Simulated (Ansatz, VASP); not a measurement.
**C in VASP and in Ansatz**

File INCAR:

```
  ALGO = Normal
  EDIFF = 1E-8
  ENCUT = 520
  GGA = PE
  ISIF = 2
  ISMEAR = -1
  LASPH = True
  LCHARG = False
  LEFG = True
  LREAL = False
  LWAVE = False
  NBANDS = 11
  NELM = 60
  PREC = Accurate
  SIGMA = 0.05
```

KPOINTS

```
k-points
0
Gamma
  14 14 14
```

Contents of POSCAR:

```
C
1.0
    1.2280287114      0.7090027071      3.3470114498
   -1.2280287114      0.7090027071      3.3470114498
    0.0000000000     -1.4180054142      3.3470114498
C
2
Direct
    0.7352000000      0.8852000000      0.8852000000
    0.2648000000      0.1148000000      0.1148000000
```

Input for Ansatz:

```yaml
crystal:
  lattice:
    - [1.2280287114, 0.7090027071, 3.3470114498]
    - [-1.2280287114, 0.7090027071, 3.3470114498]
    - [0.0, -1.4180054142, 3.3470114498]
  atoms:
    - { symbol: C, position: [0.7352, 0.8852, 0.8852] }
    - { symbol: C, position: [0.2648, 0.1148, 0.1148] }
kpoints:
  mp_grid: { grid: [14, 14, 14] }
scf:
  occupations: { method: fermi_dirac, width: 0.05 }
hamiltonian:
  xc: pbe
  pseudopotentials: { kind: paw }
output:
  forces: true
  stress: true
  eigenvalues: true
  efg: { contact_densities: true }
  populations: true
```

Change from the starting cell: shortest bond scaled by 0.7, PAW files.

Alike in both runs: task electric field gradients; functional PBE; k mesh 14 × 14 × 14; occupations fermi-dirac, width 0.05 eV; no spin polarisation.

```csv
,VASP,Ansatz
version,VASP 6.6.1,Ansatz 0.2.0
potentials or method,"VASP PAW PBE potentials, release 64 (C)","PAW with Ansatz's default frozen-core files, scalar-relativistic"
plane-wave cutoff (eV),520,420
valence electrons in the cell,8,8
```

```csv
,VASP,Ansatz,Ansatz less VASP
pressure (GPa),140.8,137.3,-3.51
"traceless stress, the component that is largest in VASP (GPa)",166.27,161.09,-5.184
rms of the force components (eV/Å),30.800,30.007,-0.7929
size of Vzz on the site where it differs most (V/Å²),27.4,16.9,-10.45
```

Atom by atom the forces differ by 0.793 eV/Å (rms over components). Both programs put the cell under a high pressure, so it lies far from rest at this level. With one functional, cell and mesh, what is left measures potentials, basis and numerics.

Noted on VASP's run: the cell as given lies far from equilibrium.
